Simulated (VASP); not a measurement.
# Ti (Fm-3m) in VASP: notebook, part 3 of 3

VASP 6.6.1.

### Step 5. Electric field gradients, LDA (17.40 Å³/atom)

This run uses another cell than the first one, of 17.40 Å³/atom.

INCAR reads:

```
PREC = Accurate ; ENCUT = 400
EDIFF = 1E-8 ; ISMEAR = -1
SIGMA = 0.05 ; LREAL = F
LASPH = T ; NELM = 120
ALGO = Normal ; ISIF = 2
LWAVE = F ; LCHARG = F
LEFG = T ; NBANDS = 12
GGA_COMPAT = F
```

KPOINTS reads:

```
regular mesh
0
Gamma
  15 15 15
```

POSCAR reads:

```
Ti
1.0
    0.0000000000      2.0567135898      2.0567135898
    2.0567135898      0.0000000000      2.0567135898
    2.0567135898      2.0567135898      0.0000000000
Ti
1
Direct
    0.0000000000      0.0000000000      0.0000000000
```

Potentials or basis: VASP PAW LDA potentials, release 64 (Ti_sv).

Launch:

```console
cat potpaw_LDA.64/Ti_sv/POTCAR > POTCAR
mpirun -np 1 vasp_std > vasp.out
```

OUTCAR:

```text
PREC = Accurate
   ENCUT = 400
   EDIFF = 1E-8
   ISMEAR = -1
   LREAL = F
   LASPH = T
   NELM = 120
   ISIF = 2

 ion  position               nearest neighbor table
   1  0.000  0.000  0.000-

  LATTYP: Found a face centered cubic cell.
 ALAT       =     4.1134271796

  Lattice vectors:

 A1 = (   0.0000000000,   2.0567135898,   2.0567135898)
 A2 = (   2.0567135898,   0.0000000000,   2.0567135898)
 A3 = (   2.0567135898,   2.0567135898,   0.0000000000)

Analysis of symmetry for initial positions (statically):
=====================================================================
 Subroutine PRICEL returns:
 Original cell was already a primitive cell.

 Routine SETGRP: Setting up the symmetry group for a
 face centered cubic supercell.

 Subroutine GETGRP returns: Found 48 space group operations
 (whereof 48 operations were pure point group operations)
 out of a pool of 48 trial point group operations.

[... 538 lines left out ...]
 VOLUME and BASIS-vectors are now :
 -----------------------------------------------------------------------------
  energy-cutoff  :      400.00
  volume of cell :       17.40
      direct lattice vectors                 reciprocal lattice vectors
     0.000000000  2.056713590  2.056713590    -0.243106285  0.243106285  0.243106285
     2.056713590  0.000000000  2.056713590     0.243106285 -0.243106285  0.243106285
     2.056713590  2.056713590  0.000000000     0.243106285  0.243106285 -0.243106285

 POSITION                                       TOTAL-FORCE (eV/Angst)
 -----------------------------------------------------------------------------------
      0.00000      0.00000      0.00000        -0.000000      0.000000      0.000000
 -----------------------------------------------------------------------------------
    total drift:                                0.000000      0.000000      0.000000

  FREE ENERGIE OF THE ION-ELECTRON SYSTEM (eV)
  ---------------------------------------------------
  free  energy   TOTEN  =        -8.4591309139 eV

  energy  without entropy=       -8.4444220707  energy(sigma->0) =       -8.45177649

 Electric field gradients (V/A^2)
---------------------------------------------------------------------
 ion       V_xx      V_yy      V_zz      V_xy      V_xz      V_yz
---------------------------------------------------------------------
   1      -0.000     0.000    -0.000     0.000     0.000     0.000
---------------------------------------------------------------------

 Electric field gradients after diagonalization (V/A^2)
 (convention: |V_zz| > |V_xx| > |V_yy|)
----------------------------------------------------------------------
 ion       V_xx      V_yy      V_zz     asymmetry (V_yy - V_xx)/ V_zz
----------------------------------------------------------------------
   1      -0.000    -0.000     0.000       0.000
----------------------------------------------------------------------

           NMR quadrupolar parameters

 Cq : quadrupolar parameter    Cq=e*Q*V_zz/h
 eta: asymmetry parameters     (V_yy - V_xx)/ V_zz
 Q  : nuclear electric quadrupole moment in mb (millibarn)
----------------------------------------------------------------------
 ion       Cq(MHz)       eta       Q (mb)
----------------------------------------------------------------------
   1       0.000       0.000       1.000
----------------------------------------------------------------------
```

OSZICAR:

```text
N       E                     dE             d eps       ncg     rms          rms(c)
DAV:   1     0.780796188876E+02    0.78080E+02   -0.56848E+03  2904   0.101E+03
DAV:   2    -0.600694722078E+01   -0.84087E+02   -0.82018E+02  2920   0.272E+02
DAV:   3    -0.945762926283E+01   -0.34507E+01   -0.34147E+01  3840   0.588E+01
DAV:   4    -0.952854453455E+01   -0.70915E-01   -0.70865E-01  3244   0.743E+00
DAV:   5    -0.953033572997E+01   -0.17912E-02   -0.17907E-02  3492   0.101E+00    0.814E+00
DAV:   6    -0.847732953795E+01    0.10530E+01   -0.21754E+00  3112   0.213E+01    0.208E+00
DAV:   7    -0.845563526427E+01    0.21694E-01   -0.86939E-02  3532   0.308E+00    0.121E+00
DAV:   8    -0.845892676916E+01   -0.32915E-02   -0.33948E-02  2984   0.250E+00    0.157E-01
DAV:   9    -0.845912388024E+01   -0.19711E-03   -0.23892E-03  3640   0.565E-01    0.656E-02
DAV:  10    -0.845913749632E+01   -0.13616E-04   -0.24779E-04  3132   0.187E-01    0.919E-03
DAV:  11    -0.845913272492E+01    0.47714E-05   -0.21637E-05  3296   0.684E-02    0.121E-02
DAV:  12    -0.845913089316E+01    0.18318E-05   -0.48393E-06  3196   0.285E-02    0.103E-03
DAV:  13    -0.845913096478E+01   -0.71620E-07   -0.77466E-08  3372   0.312E-03    0.524E-04
DAV:  14    -0.845913091167E+01    0.53108E-07   -0.92569E-09  2388   0.146E-03    0.170E-04
DAV:  15    -0.845913091394E+01   -0.22674E-08   -0.67085E-10  1704   0.272E-04
   1 F= -.84591309E+01 E0= -.84517765E+01  d E =-.147088E-01
```

stdout:

```text
POSCAR found type information on POSCAR Ti
 POSCAR found :  1 types and       1 ions
 scaLAPACK will be used
 LDA part: xc-table for (Slater(with rela. corr.)+CA(PZ))
 , standard interpolation
 POSCAR, INCAR and KPOINTS ok, starting setup
 FFT: planning ... GRIDC
 FFT: planning ... GRID_SOFT
 FFT: planning ... GRID
 WAVECAR not read
 entering main loop
ion   1
```

It took 20 s on 1 thread of Intel Xeon Platinum 8259CL at 2.50GHz (Skylake/Cascade Lake), shared host; peak memory 0.12 GiB.

What came out:

* Free energy: -8.4591 eV
* Pressure: -9.5 GPa
* Band gap on the k mesh: zero (bands 6 and 7 overlap by 1.12 eV)
* Largest electric field gradient by atom: zero within the noise of the run

Levels at points of the mesh, in eV from the Fermi level:
```csv
k point,band 3,band 4,band 5,band 6,band 7,band 8,band 9,band 10
"(0.00, 0.00, 0.00)",-32.26,-32.26,-5.99,0.84,0.84,0.84,2.44,2.44
```

Caveat: the cell stands under tension.

### Step 6. Electric field gradients, LDA (17.73 Å³/atom)

This run uses another cell than the first one, of 17.73 Å³/atom.

INCAR reads:

```
SYSTEM = Ti
PREC = Accurate
ENCUT = 400
EDIFF = 1E-8
ISMEAR = -1
SIGMA = 0.05
LREAL = .False.
LASPH = .True.
NELM = 120
ALGO = Normal
ISIF = 2
LWAVE = .False.
LCHARG = .False.
LEFG = .True.
NBANDS = 12
GGA_COMPAT = .False.
```

KPOINTS reads:

```
Automatic mesh
0
Gamma
  15 15 15
  0 0 0
```

POSCAR reads:

```
Ti
1.0
    0.0000000000      2.0698140295      2.0698140295
    2.0698140295      0.0000000000      2.0698140295
    2.0698140295      2.0698140295      0.0000000000
Ti
1
Direct
    0.0000000000      0.0000000000      0.0000000000
```

Potentials or basis: VASP PAW LDA potentials, release 64 (Ti_sv).

Launch:

```console
cat potpaw_LDA.64/Ti_sv/POTCAR > POTCAR
mpirun -np 1 vasp_std > vasp.out
```

OUTCAR:

```text
SYSTEM = Ti
   PREC = Accurate
   ENCUT = 400
   EDIFF = 1E-8
   ISMEAR = -1
   LREAL = .False.
   LASPH = .True.
   NELM = 120
   ISIF = 2

 ion  position               nearest neighbor table
   1  0.000  0.000  0.000-

  LATTYP: Found a face centered cubic cell.
 ALAT       =     4.1396280590

  Lattice vectors:

 A1 = (   0.0000000000,   2.0698140295,   2.0698140295)
 A2 = (   2.0698140295,   0.0000000000,   2.0698140295)
 A3 = (   2.0698140295,   2.0698140295,   0.0000000000)

Analysis of symmetry for initial positions (statically):
[... 565 lines left out ...]
  ---------------------------------------------------
  free  energy   TOTEN  =        -8.4391945099 eV

  energy  without entropy=       -8.4242823414  energy(sigma->0) =       -8.43173843

 Electric field gradients (V/A^2)
---------------------------------------------------------------------
 ion       V_xx      V_yy      V_zz      V_xy      V_xz      V_yz
---------------------------------------------------------------------
   1      -0.000     0.000     0.000    -0.000    -0.000    -0.000
---------------------------------------------------------------------

 Electric field gradients after diagonalization (V/A^2)
 (convention: |V_zz| > |V_xx| > |V_yy|)
----------------------------------------------------------------------
 ion       V_xx      V_yy      V_zz     asymmetry (V_yy - V_xx)/ V_zz
----------------------------------------------------------------------
   1       0.000     0.000    -0.000       0.000
----------------------------------------------------------------------

           NMR quadrupolar parameters

 Cq : quadrupolar parameter    Cq=e*Q*V_zz/h
 eta: asymmetry parameters     (V_yy - V_xx)/ V_zz
 Q  : nuclear electric quadrupole moment in mb (millibarn)
----------------------------------------------------------------------
 ion       Cq(MHz)       eta       Q (mb)
----------------------------------------------------------------------
   1      -0.000       0.000       1.000
----------------------------------------------------------------------
```

Wall time 18 s (1 thread of Intel Xeon Platinum 8259CL at 2.50GHz (Skylake/Cascade Lake), shared host); peak memory 0.12 GiB.

Results:

```
Free energy                             : -8.4392 eV
Pressure                                : -11.1 GPa
Band gap on the k mesh                  : zero (bands 6 and 7 overlap by 1.10 eV)
Largest electric field gradient by atom : zero within the noise of the run
```

Levels at points of the mesh, in eV from the Fermi level:
```
           k point  band 2  band 3  band 4  band 5  band 6  band 7  band 8  band 9  band 10  band 11
(0.00, 0.00, 0.00)  -32.31  -32.31  -32.31   -5.95    0.83    0.83    0.83    2.38     2.38    15.23
```

Caveat: the cell stands under tension.

### Step 7. The runs side by side

| cell | gap on the mesh (eV) | pressure (GPa) |
| --- | --- | --- |
| a = 2.890 Å, angles 60.0°, 1 atom | none | -7.7 |
| a = 2.899 Å, angles 60.0°, 1 atom | none | -8.6 |
| a = 2.909 Å, angles 60.0°, 1 atom | none | -9.5 |
| a = 2.927 Å, angles 60.0°, 1 atom | none | -11.1 |

Alike in all rows: task electric field gradients; level LDA; potentials or basis VASP PAW LDA potentials, release 64 (Ti_sv); no spin polarisation; k mesh 15 × 15 × 15; cutoff (eV) 400; smearing fermi-dirac 0.05 eV.

Caveats: the cell stands under tension.

Absolute energies hang on the potentials; compare differences alone.
